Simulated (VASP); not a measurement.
# Si2W: single point with LDA

Crystal: Si2W.

```
W Si
1.0
    -1.59612    1.59612    3.88867
     1.59612   -1.59612    3.88867
     1.59612    1.59612   -3.88867
W Si
1 2
Direct
  0.00000 0.00000 0.00000
  0.66530 0.66530 0.00000
  0.33470 0.33470 0.00000
```

- Program: VASP 6.6.1
- Task: single point
- Functional: LDA
- Potentials or basis: VASP PAW LDA potentials, release 64 (W_sv, Si)
- Cutoff: 520 eV
- k mesh: 12 × 12 × 12
- Occupations: fermi-dirac, width 0.05 eV
- Spin: no spin polarisation

* Pressure: -0.4 GPa
* Largest force: 0.015 eV/Å
* Band gap on the k mesh: zero (bands 11 and 12 overlap by 1.33 eV)

Forces in eV/Å, atoms in the order of the input:
```
W    0.000  0.000  0.000
Si   0.000  0.000  0.015
Si   0.000  0.000 -0.015
```

Stress tensor (GPa, compression positive):
```
-0.58  0.00  0.00
 0.00 -0.58  0.00
 0.00  0.00  0.05
```

Levels at points of the mesh, in eV from the Fermi level:
```csv
k point,band 7,band 8,band 9,band 10,band 11,band 12,band 13,band 14,band 15,band 16
"(0.00, 0.00, 0.00)",-3.68,-3.46,-2.90,-2.90,0.59,2.85,2.93,3.15,3.15,4.69
"(0.50, 0.00, 0.00)",-5.81,-4.85,-2.87,-2.85,-0.48,2.71,2.82,3.99,4.53,5.18
"(0.50, 0.50, 0.00)",-6.02,-5.47,-5.07,-3.34,-1.68,2.88,2.97,3.16,3.96,4.41
"(0.50, 0.50, 0.50)",-3.98,-2.64,-0.82,-0.82,-0.54,-0.54,0.78,4.56,5.01,6.21
```

Wall time 3.9 min on 1 thread of Intel Xeon 8259CL, with other jobs on the host, peak memory 0.25 GiB.

Caveat: spin-orbit coupling is left out, which moves the levels of the heavy elements.
